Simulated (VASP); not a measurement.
Write the native input for VASP 6.6.1 that does the following.

- Task: single point
- Functional: PBE
- Potentials or basis: VASP PAW PBE potentials, release 64 (Hg, Se)
- Cutoff: 520 eV
- k mesh: 4 × 4 × 4
- Occupations: gaussian, width 0.1 eV
- Spin: no spin polarisation
- Dipole correction: no
- Further INCAR settings: ALGO = Normal; EDIFF = 1e-06; NBANDS = 22

The structure of Hg2Se lies in POSCAR:

```
Hg2Se
1.0
    0.0000000000      4.0373126080      3.5126058861
    3.0507443811      0.0000000000      3.5126058861
    3.0507443811      4.0373126080      0.0000000000
Hg Se
2 1
Direct
    0.8320549078      0.1679450922      0.8320549078
    0.1679450922      0.8320549078      0.1679450922
    0.5000000000      0.5000000000      0.5000000000
```

These files were run (other wordings do the same):

INCAR

```
PREC = Accurate ; ENCUT = 520
EDIFF = 1E-6 ; ISMEAR = 0
SIGMA = 0.1 ; LREAL = False
LASPH = True ; NELM = 60
ALGO = Normal ; ISIF = 2
LWAVE = False ; LCHARG = False
GGA = PE ; NBANDS = 22
```

KPOINTS

```
regular mesh
0
Gamma
  4 4 4
```

Potentials or basis: VASP PAW PBE potentials, release 64 (Hg, Se).

Command:

```bash
$ cat potpaw_PBE.64/Hg/POTCAR potpaw_PBE.64/Se/POTCAR > POTCAR
$ mpirun -np 1 vasp_std > vasp.out
```

Results of the run:

```yaml
Pressure: 0.3 GPa
Largest_force: 0.039 eV/Å
Band_gap_on_the_k_mesh: zero (band 15 reaches 1.57 eV, above the bottom of band 16 at 0.93 eV)
```

Caveat: the k points lie up to 0.39 Å⁻¹ apart; spin-orbit coupling is left out, which moves the levels of the heavy elements.

It took 14 s on 1 thread of Intel(R) Xeon(R) 6975P-C (Granite Rapids), on a shared host, peak memory 0.23 GiB.
